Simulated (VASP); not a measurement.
In: single point with BLYP

The system is In.

```xyz
3
Lattice="5.6599 0.0000 0.0000 -2.8299 4.9016 0.0000 0.0000 0.0000 3.5412" Properties=species:S:1:pos:R:3 pbc="T T T"
In    0.0000    0.0000    0.0000
In    0.0000    3.2677    1.7706
In    2.8299    1.6339    1.7706
```

This isn't the form of In at room conditions, which is tetragonal.

* Program: VASP 6.6.1
* Task: single point
* Functional: BLYP
* Potentials or basis: VASP PAW PBE potentials, release 64 (In_d)
* Cutoff: 520 eV
* k mesh: 8 × 8 × 10
* Occupations: fermi-dirac, width 0.1 eV
* Spin: no spin polarisation
* Dipole correction: no
* Further INCAR settings: ALGO = Normal; EDIFF = 1e-07; NBANDS = 26

```json
{
 "Pressure": "-0.6 GPa",
 "Band gap on the k mesh": "zero (an odd number of electrons rules out a gap without spin polarisation)"
}
```

Stress tensor (GPa, compression positive):
```
-0.57  0.00  0.00
 0.00 -0.57  0.00
 0.00  0.00 -0.76
```

Levels at points of the mesh, in eV from the Fermi level:
| k point | band 17 | band 18 | band 19 | band 20 | band 21 | band 22 |
| --- | --- | --- | --- | --- | --- | --- |
| (0.00, 0.00, 0.00) | -3.23 | -2.96 | -0.55 | -0.55 | -0.39 | -0.39 |
| (0.50, 0.00, 0.00) | -6.57 | -4.00 | -2.28 | 2.74 | 2.89 | 4.21 |
| (0.00, 0.00, 0.50) | -4.57 | -0.79 | 0.42 | 0.87 | 1.04 | 1.04 |
| (0.50, 0.00, 0.50) | -3.71 | -3.66 | -1.95 | -0.57 | 0.19 | 0.22 |

Wall time 2.4 min on 1 thread of Intel(R) Xeon(R) Platinum 8488C (Sapphire Rapids), on a shared host, peak memory 0.27 GiB.

Caveat: the PAW data sets were made with another functional, which shifts forces and pressure a little; spin-orbit coupling is left out, which moves the levels of the heavy elements.
